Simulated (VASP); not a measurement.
Wanted: the native input for a VASP 6.6.1 run.

```
Task                   : single point
Functional             : r2SCAN
Potentials or basis    : VASP PAW PBE potentials, release 64 (Si, O)
Cutoff                 : 520 eV
k mesh                 : 6 × 6 × 10
Occupations            : gaussian, width 0.01 eV
Spin                   : no spin polarisation
Dipole correction      : no
Further INCAR settings : ALGO = Normal; EDIFF = 1e-07; NBANDS = 25
```

Crystal: SiO2.

```xyz
6
Lattice="4.0178 0.0000 0.0000 0.0000 4.0178 0.0000 0.0000 0.0000 2.5621" Properties=species:S:1:pos:R:3 pbc="T T T"
Si    0.0000    0.0000    0.0000
Si    2.0089    2.0089    1.2810
O     1.2152    1.2152    0.0000
O     0.7937    3.2240    1.2810
O     3.2240    0.7937    1.2810
O     2.8026    2.8026    0.0000
```

This cell differs from its parent crystal: strain -4.0%.

These files were run (other wordings do the same):

POSCAR

```
SiO2
1.0
    4.0177812467      0.0000000000      0.0000000000
    0.0000000000      4.0177812467      0.0000000000
    0.0000000000      0.0000000000      2.5620862953
Si O
2 4
Direct
    0.0000000000      0.0000000000      0.0000000000
    0.5000000000      0.5000000000      0.5000000000
    0.3024450714      0.3024450714      0.0000000000
    0.1975549286      0.8024450714      0.5000000000
    0.8024450714      0.1975549286      0.5000000000
    0.6975549286      0.6975549286      0.0000000000
```

INCAR.step1

```
SYSTEM = SiO2
ALGO = Normal
EDIFF = 1E-4
ENCUT = 520
GGA = PE
ISMEAR = 0
LASPH = .TRUE.
LCHARG = .FALSE.
LREAL = .FALSE.
LWAVE = .TRUE.
NBANDS = 25
NELM = 80
PREC = Accurate
SIGMA = 0.01
```

INCAR.step2

```
SYSTEM = SiO2
ALGO = Normal
EDIFF = 1E-7
ENCUT = 520
ISIF = 2
ISMEAR = 0
ISTART = 1
LASPH = .TRUE.
LCHARG = .FALSE.
LMIXTAU = .TRUE.
LREAL = .FALSE.
LWAVE = .FALSE.
METAGGA = R2SCAN
NBANDS = 25
NELM = 80
PREC = Accurate
SIGMA = 0.01
```

KPOINTS

```
k-points
0
G
  6 6 10
  0 0 0
```

Potentials or basis: VASP PAW PBE potentials, release 64 (Si, O).

The run is started by

```console
$ cat potpaw_PBE.64/Si/POTCAR potpaw_PBE.64/O/POTCAR > POTCAR
$ cp INCAR.step1 INCAR
$ mpirun -np 1 vasp_std > vasp.out
$ cp INCAR.step2 INCAR
$ mpirun -np 1 vasp_std > vasp.out
```

It gave:

```json
{"Pressure": "51.4 GPa", "Largest force": "0.024 eV/Å", "Band gap on the k mesh": "8.14 eV"}
```

Caveat: the cell differs from its parent crystal (strain -4.0%); the cell stands under pressure; the PAW data sets were made with another functional, which shifts forces and pressure a little.

Run time: 2.4 min on 1 thread of Intel(R) Xeon(R) Platinum 8488C (Sapphire Rapids) (shared host), peak memory 0.18 GiB.
